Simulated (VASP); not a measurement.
Set up this calculation in VASP 6.6.1, as the native input.

* Task: single point
* Functional: LDA
* Potentials or basis: VASP PAW LDA potentials, release 64 (Y_sv, Se)
* Cutoff: 520 eV
* k mesh: 7 × 7 × 7
* Occupations: fermi-dirac, width 0.03 eV
* Spin: no spin polarisation
* Dipole correction: no
* Further INCAR settings: ALGO = Normal; EDIFF = 1e-07; NBANDS = 16

The structure of YSe lies in POSCAR:

```
YSe
1.0
    0.0000000000      2.8750000000      2.8750000000
    2.8750000000      0.0000000000      2.8750000000
    2.8750000000      2.8750000000      0.0000000000
Y Se
1 1
Direct
    0.0000000000      0.0000000000      0.0000000000
    0.5000000000      0.5000000000      0.5000000000
```

One way to write it, as run:

INCAR

```
  ALGO = Normal
  EDIFF = 1E-7
  ENCUT = 520
  ISIF = 2
  ISMEAR = -1
  LASPH = T
  LCHARG = T
  LELF = T
  LREAL = F
  LVHAR = T
  LWAVE = F
  NBANDS = 16
  NELM = 80
  PREC = Accurate
  SIGMA = 0.03
```

KPOINTS

```
k-points
0
Gamma
  7 7 7
```

Potentials or basis: VASP PAW LDA potentials, release 64 (Y_sv, Se).

Command:

```console
$ cat potpaw_LDA.64/Y_sv/POTCAR potpaw_LDA.64/Se/POTCAR > POTCAR
$ mpirun -np 1 vasp_std > vasp.out
```

It gave:

```
Pressure : -4.5 GPa
```

Wall time 18 s on 1 thread of Intel(R) Xeon(R) Platinum 8259CL CPU @ 2.50GHz (Skylake/Cascade Lake), with other jobs on the host, peak memory 0.16 GiB.
